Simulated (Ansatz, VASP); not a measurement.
## HfO2 in VASP and in Ansatz

```
CELL_PARAMETERS angstrom
0.00000 2.55750 2.55750
2.55750 0.00000 2.55750
2.55750 2.55750 0.00000
ATOMIC_POSITIONS crystal
Hf 0.00000 0.00000 0.00000
O 0.25000 0.25000 0.25000
O 0.75000 0.75000 0.75000
```

Alike in both runs: task electric field gradients; functional PBEsol; k mesh 10 × 10 × 10; occupations fermi-dirac, width 0.02 eV; no spin polarisation.

```csv
,VASP,Ansatz
version,VASP 6.6.1,Ansatz 0.2.0
potentials or method,"VASP PAW PBE potentials, release 64 (Hf_pv, O)","plane-wave PAW, scalar-relativistic"
plane-wave cutoff (eV),520,420
valence electrons in the cell,22,38
```

Ansatz gave:

```
gap on the k mesh at the Fermi level (eV) : 3.59
pressure (GPa)                            : -10.1
```

Task: Estimate VASP's values.

Result: gap on the k mesh at the Fermi level (eV): 3.60; pressure (GPa): -13.6.

VASP's potentials were made for PBE, not for PBEsol, and Ansatz warns of the same on its side. VASP's potentials hold 22 valence electrons a cell and Ansatz's 38, so a difference there can come from the potentials and not from the codes.

Spin-orbit coupling is off throughout.
